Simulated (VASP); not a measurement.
Here is a VASP 6.6.1 calculation.

The input INCAR:

```
  PREC = Accurate
  ENCUT = 520
  EDIFF = 1E-6
  ISMEAR = 0
  SIGMA = 0.05
  LREAL = F
  LASPH = T
  NELM = 150
  ALGO = Normal
  ISIF = 2
  LWAVE = F
  LCHARG = T
  ISPIN = 2
  MAGMOM = 7
  LORBIT = 11
  LMAXMIX = 6
  GGA = CA
  LELF = T
  LVHAR = T
  NBANDS = 19
```

File KPOINTS:

```
regular mesh
0
Gamma
  7 7 7
```

POSCAR

```
Gd
1.0
    2.8692670380      0.0000000000      0.0000000000
    0.0000000000      2.8692670380      0.0000000000
    0.0000000000      0.0000000000      2.8692670380
Gd
1
Direct
    0.0000000000      0.0000000000      0.0000000000
```

Potentials or basis: VASP PAW PBE potentials, release 64 (Gd).

Command:

```sh
$ cat potpaw_PBE.64/Gd/POTCAR > POTCAR
$ mpirun -np 1 vasp_std > vasp.out
```

Task: Estimate the site moments.

Result: Gd +6.91 μB.

Task: Predict the pressure.

Result: 9.8 GPa.

Task: What does it give for the net moment?

Result: 7.31 μB per cell.

Caveat: the cell stands under pressure; the PAW data sets were made with another functional, which shifts forces and pressure a little. The state reached can hang on the start; a lower one may exist.
